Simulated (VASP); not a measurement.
Wanted: the native input for a VASP 6.6.1 run.

| Property | Result |
| --- | --- |
| Task | single point |
| Functional | r2SCAN |
| Potentials or basis | VASP PAW PBE potentials, release 64 (Si, Ge_d) |
| Cutoff | 520 eV |
| k mesh | 12 × 12 × 6 |
| Occupations | gaussian, width 0.05 eV |
| Spin | no spin polarisation |
| Dipole correction | no |
| Further INCAR settings | ALGO = Normal; EDIFF = 1e-07; NBANDS = 26 |

Crystal: SiGe.

```
Si Ge
1.0
     3.84139    0.00000    0.00000
    -1.92070    3.32674    0.00000
     0.00000    0.00000    6.66705
Si Ge
2 2
Cartesian
  1.9207 1.1089 5.8301
  0.0000 2.2178 2.4966
  1.9207 1.1089 3.3371
  0.0000 2.2178 0.0036
```

This cell differs from its parent crystal: ratio of the length along z to the lengths across it x 1.05, volume and fractional coordinates fixed.

One way to write it, as run:

POSCAR

```
SiGe
1.0
    3.8413927960      0.0000000000      0.0000000000
   -1.9206963980      3.3267437473      0.0000000000
    0.0000000000      0.0000000000      6.6670483470
Si Ge
2 2
Direct
    0.6666666667      0.3333333333      0.8744661518
    0.3333333333      0.6666666667      0.3744661518
    0.6666666667      0.3333333333      0.5005328482
    0.3333333333      0.6666666667      0.0005328482
```

INCAR.step1

```
SYSTEM = SiGe
PREC     = Accurate       ! precision mode
ENCUT    = 520            ! plane-wave cutoff, eV
ISMEAR   = 0              ! smearing method
SIGMA    = 0.05           ! smearing width, eV
LREAL    = .FALSE.        ! projectors in reciprocal space
LASPH    = .TRUE.         ! aspherical terms in the spheres
NELM     = 80             ! most SCF steps
NBANDS   = 26             ! bands
GGA      = PE             ! functional
ALGO     = Normal         ! electronic algorithm
EDIFF    = 1E-4           ! SCF threshold, eV
LWAVE    = .TRUE.         ! write WAVECAR
LCHARG   = .FALSE.        ! write CHGCAR
```

INCAR.step2

```
SYSTEM = SiGe
PREC     = Accurate       ! precision mode
ENCUT    = 520            ! plane-wave cutoff, eV
EDIFF    = 1E-7           ! SCF threshold, eV
ISMEAR   = 0              ! smearing method
SIGMA    = 0.05           ! smearing width, eV
LREAL    = .FALSE.        ! projectors in reciprocal space
LASPH    = .TRUE.         ! aspherical terms in the spheres
NELM     = 80             ! most SCF steps
ALGO     = Normal         ! electronic algorithm
ISIF     = 2              ! what is computed and relaxed
LWAVE    = .FALSE.        ! write WAVECAR
LCHARG   = .TRUE.         ! write CHGCAR
METAGGA  = R2SCAN         ! meta-GGA
LMIXTAU  = .TRUE.       
LELF     = .TRUE.         ! ELF
LVHAR    = .TRUE.       
NBANDS   = 26             ! bands
ISTART   = 1
```

KPOINTS

```
regular mesh
0
G
  12 12 6
  0 0 0
```

Potentials or basis: VASP PAW PBE potentials, release 64 (Si, Ge_d).

Command:

```sh
$ cat potpaw_PBE.64/Si/POTCAR potpaw_PBE.64/Ge_d/POTCAR > POTCAR
$ cp INCAR.step1 INCAR
$ mpirun -np 1 vasp_std > vasp.out
$ cp INCAR.step2 INCAR
$ mpirun -np 1 vasp_std > vasp.out
```

It gave:

| Item | Value |
| --- | --- |
| Pressure | 0.3 GPa |
| Largest force | 0.391 eV/Å |
| Band gap on the k mesh | 0.60 eV (least direct gap 1.18 eV) |

Caveat: the PAW data sets were made with another functional, which shifts forces and pressure a little.

Wall time 6.8 min on 1 thread of AMD EPYC 9R45 96-Core Processor (Zen 5), with other jobs on the host, peak memory 0.27 GiB.
